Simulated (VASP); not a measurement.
# Pb2O (Pn-3m) in VASP: further runs, part 2 of 2

VASP 6.6.1.

**3. Single point, PBEsol**

This run uses another cell than the first one, of 23.13 Å³/atom.

INCAR

```
  PREC = Accurate
  ENCUT = 520
  EDIFF = 1E-6
  ISMEAR = 0
  SIGMA = 0.1
  LREAL = F
  LASPH = T
  NELM = 100
  ALGO = Normal
  ISIF = 2
  LWAVE = F
  LCHARG = T
  GGA = PS
  LELF = T
  LVHAR = T
  NBANDS = 43
```

KPOINTS

```
regular mesh
0
Gamma
  8 8 8
```

POSCAR

```
Pb2O
1.0
    5.1775160465      0.0000000000      0.0000000000
    0.0000000000      5.1775160465      0.0000000000
    0.0000000000      0.0000000000      5.1775160465
Pb O
4 2
Direct
    0.2500000000      0.2500000000      0.2500000000
    0.7500000000      0.7500000000      0.2500000000
    0.2500000000      0.7500000000      0.7500000000
    0.7500000000      0.2500000000      0.7500000000
    0.0000000000      0.0000000000      0.0000000000
    0.5000000000      0.5000000000      0.5000000000
```

Potentials or basis: VASP PAW PBE potentials, release 64 (Pb_d, O).

The run is started by

```console
$ cat potpaw_PBE.64/Pb_d/POTCAR potpaw_PBE.64/O/POTCAR > POTCAR
$ mpirun -np 1 vasp_std > vasp.out
```

OUTCAR:

```text
PREC = Accurate
   ENCUT = 520
   EDIFF = 1E-6
   ISMEAR = 0
   LREAL = F
   LASPH = T
   NELM = 100
   ISIF = 2
   GGA = PS

 ion  position               nearest neighbor table
   1  0.250  0.250  0.250-   5 2.24   6 2.24   4 3.66   2 3.66   3 3.66   3 3.66   4 3.66   2 3.66
                             3 3.66   3 3.66   2 3.66   4 3.66   4 3.66   2 3.66
   2  0.750  0.750  0.250-   5 2.24   6 2.24   4 3.66   1 3.66   3 3.66   3 3.66   4 3.66   1 3.66
                             4 3.66   4 3.66   1 3.66   3 3.66   3 3.66   1 3.66
   3  0.250  0.750  0.750-   5 2.24   6 2.24   4 3.66   1 3.66   2 3.66   1 3.66   2 3.66   1 3.66
                             4 3.66   1 3.66   2 3.66   4 3.66   2 3.66   4 3.66
   4  0.750  0.250  0.750-   5 2.24   6 2.24   3 3.66   1 3.66   2 3.66   1 3.66   2 3.66   2 3.66
                             3 3.66   2 3.66   1 3.66   3 3.66   1 3.66   3 3.66
   5  0.000  0.000  0.000-   1 2.24   2 2.24   3 2.24   4 2.24
   6  0.500  0.500  0.500-   1 2.24   2 2.24   3 2.24   4 2.24

  LATTYP: Found a simple cubic cell.
 ALAT       =     5.1775160465

  Lattice vectors:

 A1 = (   5.1775160465,   0.0000000000,   0.0000000000)
 A2 = (   0.0000000000,   5.1775160465,   0.0000000000)
 A3 = (   0.0000000000,   0.0000000000,   5.1775160465)

Analysis of symmetry for initial positions (statically):
=====================================================================
 Subroutine PRICEL returns:
 Original cell was already a primitive cell.

 Routine SETGRP: Setting up the symmetry group for a
 simple cubic supercell.

 Subroutine GETGRP returns: Found 48 space group operations
 (whereof 24 operations were pure point group operations)
 out of a pool of 48 trial point group operations.

The static configuration has the point symmetry T_d .
 The point group associated with its full space group is O_h .

Analysis of symmetry for dynamics (positions and initial velocities):
=====================================================================
 Subroutine PRICEL returns:
 Original cell was already a primitive cell.
[... 141 lines left out ...]
   LORBIT       =      0    0 simple, 1 ext, 2 COOP (PROOUT), +10 PAW based schemes
   GGA     = PS    functional components
   LHFCALC =     F    Hartree Fock is set to
   AEXX    =    0.0000 exact exchange contribution
   IVDW    =     0    specifies the selected vdW correction
   LEPSILON=     F    determine dielectric tensor
   LRPA    =     F    only Hartree local field effects (RPA)
 non-spin polarized calculation
 Gauss-broadening in eV      SIGMA  =   0.10
  energy-cutoff  :      520.00
  volume of cell :      138.79
 maximum number of plane-waves:      3783
 NGX is ok and might be reduce to    40
   NGX = 19   NGY = 19   NGZ = 19

 number of electron      67.9999990 magnetization

 Free energy of the ion-electron system (eV)
  ---------------------------------------------------
  ext. energy  EPLUGINS =         0.00000000
  ---------------------------------------------------
  free energy    TOTEN  =       -28.24645617 eV

  energy without entropy =      -28.23862790  energy(sigma->0) =      -28.24254204

 E-fermi :   5.9089     XC(G=0): -10.2794

 val. band max:        5.8788679738   @ k =   0.3750   0.3750   0.3750
 cond. band min:       5.9313346099   @ k =   0.3750   0.0000   0.0000
 fundamental gap:      0.0524666362
 Fermi energy:         5.9088775028

 k-point     1 :       0.0000    0.0000    0.0000
  band No.  band energies     occupation
      1     -13.3194      2.00000
      2     -11.9773      2.00000
      3     -10.4452      2.00000
      4     -10.4452      2.00000
      5     -10.3714      2.00000
      6     -10.3714      2.00000
[... 1093 lines left out ...]
     42      12.0458      0.00000
     43      13.6982      0.00000

 [... further k-points ...]

------------------------ aborting loop because EDIFF is reached ----------------------------------------

  FORCE on cell =-STRESS in cart. coord.  units (eV):
  Direction    XX          YY          ZZ          XY          YZ          ZX
  --------------------------------------------------------------------------------------
  -------------------------------------------------------------------------------------
  Total        6.9748554      6.9748554      6.9748554     -0.0000000     -0.0000000      0.0000000
  in kB       80.5158590     80.5158590     80.5158590     -0.0000000     -0.0000000      0.0000000
  external PRESSURE =      80.5158590 kB  Pullay stress =       0.0000000 kB

 VOLUME and BASIS-vectors are now :
 -----------------------------------------------------------------------------
  energy-cutoff  :      520.00
  volume of cell :      138.79
      direct lattice vectors                 reciprocal lattice vectors
     5.177516047  0.000000000  0.000000000     0.193142810  0.000000000  0.000000000
     0.000000000  5.177516047  0.000000000     0.000000000  0.193142810  0.000000000
     0.000000000  0.000000000  5.177516047     0.000000000  0.000000000  0.193142810

 POSITION                                       TOTAL-FORCE (eV/Angst)
 -----------------------------------------------------------------------------------
      1.29438      1.29438      1.29438        -0.000000      0.000000     -0.000000
      3.88314      3.88314      1.29438        -0.000000      0.000000      0.000000
      1.29438      3.88314      3.88314         0.000000      0.000000     -0.000000
      3.88314      1.29438      3.88314         0.000000     -0.000000      0.000000
      0.00000      0.00000      0.00000         0.000000     -0.000000      0.000000
      2.58876      2.58876      2.58876         0.000000      0.000000      0.000000
 -----------------------------------------------------------------------------------
    total drift:                                0.000000      0.000000     -0.000000

  FREE ENERGIE OF THE ION-ELECTRON SYSTEM (eV)
  ---------------------------------------------------
  free  energy   TOTEN  =       -28.2464561712 eV

  energy  without entropy=      -28.2386279001  energy(sigma->0) =      -28.24254204
```

OSZICAR:

```text
N       E                     dE             d eps       ncg     rms          rms(c)
DAV:   1     0.881593207343E+03    0.88159E+03   -0.32766E+04  3010   0.193E+03
DAV:   2     0.985060290303E+02   -0.78309E+03   -0.76131E+03  3029   0.522E+02
DAV:   3    -0.252323381547E+02   -0.12374E+03   -0.11953E+03  3879   0.231E+02
DAV:   4    -0.332739382005E+02   -0.80416E+01   -0.79673E+01  3825   0.611E+01
DAV:   5    -0.334392305714E+02   -0.16529E+00   -0.16518E+00  3844   0.949E+00    0.127E+01
DAV:   6    -0.284130058090E+02    0.50262E+01   -0.21043E+01  4542   0.324E+01    0.584E+00
DAV:   7    -0.283167623321E+02    0.96243E-01   -0.43703E+00  3799   0.113E+01    0.237E+00
DAV:   8    -0.282858924396E+02    0.30870E-01   -0.38399E-01  3543   0.307E+00    0.124E+00
DAV:   9    -0.282517888686E+02    0.34104E-01   -0.94199E-02  4162   0.270E+00    0.617E-01
DAV:  10    -0.282464049660E+02    0.53839E-02   -0.45447E-02  4389   0.180E+00    0.158E-01
DAV:  11    -0.282466583972E+02   -0.25343E-03   -0.68494E-03  4644   0.582E-01    0.726E-02
DAV:  12    -0.282466029605E+02    0.55437E-04   -0.15535E-03  4279   0.342E-01    0.876E-02
DAV:  13    -0.282464559370E+02    0.14702E-03   -0.32566E-04  4092   0.146E-01    0.282E-02
DAV:  14    -0.282464566887E+02   -0.75168E-06   -0.15466E-04  3649   0.581E-02    0.636E-03
DAV:  15    -0.282464579820E+02   -0.12934E-05   -0.14040E-05  3828   0.267E-02    0.737E-03
DAV:  16    -0.282464560859E+02    0.18961E-05   -0.44507E-06  2800   0.157E-02    0.800E-04
DAV:  17    -0.282464561712E+02   -0.85262E-07   -0.85748E-07  1955   0.548E-03
   1 F= -.28246456E+02 E0= -.28242542E+02  d E =-.782827E-02
```

Wall time 2.5 min (1 thread of AMD EPYC 9R14 (Zen 4), shared host); peak memory 0.3 GiB.

Results:

| Property | Result |
| --- | --- |
| Free energy | -28.2465 eV |
| Pressure | 8.1 GPa |
| Band gap on the k mesh | zero (bands 34 and 35 overlap by 0.88 eV) |

Caveat: the cell stands under pressure; the PAW data sets were made with another functional, which shifts forces and pressure a little; spin-orbit coupling is left out, which moves the levels of the heavy elements.

**4. Single point, PBEsol**

This run uses another cell than the first one, of 24.71 Å³/atom.

INCAR

```
SYSTEM = Pb2O
ALGO = Normal ; EDIFF = 1E-7
ENCUT = 520 ; GGA = PS
ISIF = 2 ; ISMEAR = 0
LASPH = .True. ; LCHARG = .False.
LREAL = .False. ; LWAVE = .False.
NBANDS = 43 ; NELM = 80
PREC = Accurate ; SIGMA = 0.1
```

KPOINTS

```
k-points
0
Gamma
  8 8 8
  0 0 0
```

POSCAR, as its differences from that of step 3:

```diff
@@ -2,5 +2,5 @@
 1.0
-    5.1775160465      0.0000000000      0.0000000000
-    0.0000000000      5.1775160465      0.0000000000
-    0.0000000000      0.0000000000      5.1775160465
+    5.2926271960      0.0000000000      0.0000000000
+    0.0000000000      5.2926271960      0.0000000000
+    0.0000000000      0.0000000000      5.2926271960
 Pb O
```

The run is started by

```console
$ cat potpaw_PBE.64/Pb_d/POTCAR potpaw_PBE.64/O/POTCAR > POTCAR
$ mpirun -np 1 vasp_std > vasp.out
```

Run time: 2.7 min. Hardware: 1 thread of AMD EPYC 9R14 (Zen 4), shared host; peak memory 0.3 GiB.

The run converged. Its results:

- Free energy: -28.5710 eV
- Pressure: 3.0 GPa
- Band gap on the k mesh: zero (bands 34 and 35 overlap by 0.89 eV)

Levels at points of the mesh, in eV from the Fermi level:
| k point | band 32 | band 33 | band 34 | band 35 | band 36 | band 37 |
| --- | --- | --- | --- | --- | --- | --- |
| (0.00, 0.00, 0.00) | -0.39 | -0.39 | -0.39 | 2.24 | 2.24 | 2.24 |
| (0.50, 0.00, 0.00) | -0.86 | -0.60 | -0.60 | 1.19 | 1.19 | 2.04 |
| (0.50, 0.50, 0.00) | -1.14 | -0.10 | -0.10 | 1.62 | 1.62 | 2.06 |
| (0.50, 0.50, 0.50) | -0.89 | -0.76 | -0.76 | -0.76 | 1.40 | 4.90 |

Caveat: the PAW data sets were made with another functional, which shifts forces and pressure a little; spin-orbit coupling is left out, which moves the levels of the heavy elements.

**5. Single point, PBEsol**

This run uses another cell than the first one, of 27.60 Å³/atom.

INCAR

```
SYSTEM = Pb2O
  ALGO = Normal
  EDIFF = 1E-7
  ENCUT = 520
  GGA = PS
  ISIF = 2
  ISMEAR = 0
  LASPH = .TRUE.
  LCHARG = .FALSE.
  LREAL = .FALSE.
  LWAVE = .FALSE.
  NBANDS = 43
  NELM = 100
  PREC = Accurate
  SIGMA = 0.1
```

KPOINTS

```
k-points
0
G
  8 8 8
  0 0 0
```

POSCAR, as its differences from that of step 4:

```diff
@@ -2,5 +2,5 @@
 1.0
-    5.2926271960      0.0000000000      0.0000000000
-    0.0000000000      5.2926271960      0.0000000000
-    0.0000000000      0.0000000000      5.2926271960
+    5.4911546623      0.0000000000      0.0000000000
+    0.0000000000      5.4911546623      0.0000000000
+    0.0000000000      0.0000000000      5.4911546623
 Pb O
```

The run is started by

```console
$ cat potpaw_PBE.64/Pb_d/POTCAR potpaw_PBE.64/O/POTCAR > POTCAR
$ mpirun -np 1 vasp_std > vasp.out
```

Wall time 3.3 min (1 thread of AMD EPYC 9R14 (Zen 4), shared host); peak memory 0.33 GiB.

The run converged. Its results:

| Property | Result |
| --- | --- |
| Free energy | -28.5507 eV |
| Pressure | -3.0 GPa |
| Band gap on the k mesh | zero (bands 34 and 35 overlap by 0.82 eV) |

Levels at points of the mesh, in eV from the Fermi level:
```tsv
k point	band 31	band 32	band 33	band 34	band 35	band 36	band 37	band 38
(0.00, 0.00, 0.00)	-1.87	-0.59	-0.59	-0.59	2.05	2.05	2.05	2.53
(0.50, 0.00, 0.00)	-0.96	-0.96	-0.49	-0.49	0.95	0.95	1.91	1.91
(0.50, 0.50, 0.00)	-1.22	-1.22	-0.06	-0.06	1.33	1.33	1.90	1.90
(0.50, 0.50, 0.50)	-0.82	-0.82	-0.73	-0.73	-0.73	1.28	4.38	4.38
```

Caveat: the PAW data sets were made with another functional, which shifts forces and pressure a little; spin-orbit coupling is left out, which moves the levels of the heavy elements.

**6. The runs side by side**

```csv
cell,gap on the mesh (eV),pressure (GPa)
"a = 5.059 Å, 6 atoms",none,15.1
"a = 5.178 Å, 6 atoms",none,8.1
"a = 5.293 Å, 6 atoms",none,3.0
"a = 5.491 Å, 6 atoms",none,-3.0
```

Alike in all rows: task single point; level PBEsol; potentials or basis VASP PAW PBE potentials, release 64 (Pb_d, O); no spin polarisation; k mesh 8 × 8 × 8; cutoff (eV) 520; smearing gaussian 0.1 eV.

Caveats: the PAW data sets were made with another functional, which shifts forces and pressure a little; spin-orbit coupling is left out, which moves the levels of the heavy elements; the cell stands under pressure (at least some runs).

Total energies depend on the potentials used, so only differences within one code and one set of settings carry meaning.
